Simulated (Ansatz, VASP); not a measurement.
## Two plane-wave programs on ZnO

INCAR

```
SYSTEM = ZnO
PREC = Accurate
ENCUT = 1340
EDIFF = 1E-6
ISMEAR = -1
SIGMA = 0.05
LREAL = .False.
LASPH = .True.
NELM = 120
ALGO = Normal
ISIF = 2
LWAVE = .False.
LCHARG = .False.
GGA = PE
NBANDS = 16
GGA_COMPAT = .False.
```

Contents of KPOINTS:

```
Automatic mesh
0
Gamma
  11 11 11
  0 0 0
```

Contents of POSCAR:

```
ZnO
1.0
    0.0000000000      2.1548815479      2.1548815479
    2.1548815479      0.0000000000      2.1548815479
    2.1548815479      2.1548815479      0.0000000000
Zn O
1 1
Direct
    0.0000000000      0.0000000000      0.0000000000
    0.5000000000      0.5000000000      0.5000000000
```

File input.yaml:

```yaml
crystal:
  lattice:
    - [0.0, 2.1548815479, 2.1548815479]
    - [2.1548815479, 0.0, 2.1548815479]
    - [2.1548815479, 2.1548815479, 0.0]
  atoms:
    - { symbol: Zn, position: [0.0, 0.0, 0.0] }
    - { symbol: O, position: [0.5, 0.5, 0.5] }
hamiltonian:
  xc: pbe
  pseudopotentials: { kind: paw }
kpoints:
  mp_grid: { grid: [11, 11, 11] }
scf:
  occupations: { method: fermi_dirac, width: 0.05 }
output:
  forces: true
  stress: true
  eigenvalues: true
```

Alike in both runs: task single point; functional PBE; k mesh 11 × 11 × 11; occupations fermi-dirac, width 0.05 eV; no spin polarisation.

|  | VASP | Ansatz |
| --- | --- | --- |
| version | VASP 6.6.1 | Ansatz 0.2.0 |
| potentials or method | VASP PAW PBE potentials, release 64 (Zn, O_h) | Ansatz PAW |
| plane-wave cutoff (eV) | 1340 | 420 |
| valence electrons in the cell | 18 | 18 |

Ansatz gave:

- gap on the k mesh at the Fermi level (eV): 0.84
- least direct gap on the mesh (eV): 2.11
- pressure (GPa): 2.4

Estimate VASP's values.

gap on the k mesh at the Fermi level (eV): 0.81; least direct gap on the mesh (eV): 2.08; pressure (GPa): 3.3.

Noted on Ansatz's run: odd divisions of the mesh miss points on the zone boundary, where band edges often lie, so the gap on the mesh can be too wide.
